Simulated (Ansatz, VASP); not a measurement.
## Two plane-wave programs on NbH2

INCAR

```
SYSTEM = NbH2
ALGO = Normal ; EDIFF = 1E-6
ENCUT = 520 ; GGA = PS
ISIF = 2 ; ISMEAR = 0
LASPH = .True. ; LCHARG = .False.
LREAL = .False. ; LWAVE = .False.
NBANDS = 14 ; NELM = 60
PREC = Accurate ; SIGMA = 0.15
```

File KPOINTS:

```
k-points
0
Gamma
  18 18 18
  0 0 0
```

Contents of POSCAR:

```
NbH2
1.0
    0.0000000000      2.2815000000      2.2815000000
    2.2815000000      0.0000000000      2.2815000000
    2.2815000000      2.2815000000      0.0000000000
Nb H
1 2
Direct
    0.0000000000      0.0000000000      0.0000000000
    0.2445211484      0.2445211484      0.2554788516
    0.7445211484      0.7445211484      0.7554788516
```

Input for Ansatz:

```yaml
crystal:
  lattice:
    - [0.0, 2.2815, 2.2815]
    - [2.2815, 0.0, 2.2815]
    - [2.2815, 2.2815, 0.0]
  atoms:
    - { symbol: Nb, position: [0.0, 0.0, 0.0] }
    - { symbol: H, position: [0.2445211484, 0.2445211484, 0.2554788516] }
    - { symbol: H, position: [0.7445211484, 0.7445211484, 0.7554788516] }
basis:
  ecutwfc: 420
kpoints:
  mp_grid: { grid: [18, 18, 18] }
hamiltonian:
  xc: pbesol
scf:
  occupations: { method: gaussian, width: 0.15 }
output:
  forces: true
  stress: true
  eigenvalues: true
```

Change from the starting cell: all H atoms moved +0.025 Å, as atom 2 towards its neighbour atom 3 (H) at 2.281 Å.

Alike in both runs: task single point; functional PBEsol; k mesh 18 × 18 × 18; occupations gaussian, width 0.15 eV; no spin polarisation.

|  | VASP | Ansatz |
| --- | --- | --- |
| version | VASP 6.6.1 | Ansatz 0.2.0 |
| potentials or method | VASP PAW PBE potentials, release 64 (Nb_sv, H), cutoff 520 eV | scalar-relativistic, plane waves, PAW |
| valence electrons in the cell | 15 | 15 |

VASP gave:

```
gap on the k mesh at the Fermi level (eV) : none
pressure (GPa)                            : -5.7
rms of the force components (eV/Å)        : 0.084
```

What did Ansatz give for the same quantities?

gap on the k mesh at the Fermi level (eV): none; pressure (GPa): -5.3; rms of the force components (eV/Å): 0.084.

VASP's potentials were made for PBE, not for PBEsol. Atom by atom the forces differ by 0.000 eV/Å (rms over components). A gap of «none» marks a metal or a gap that the smearing closes.
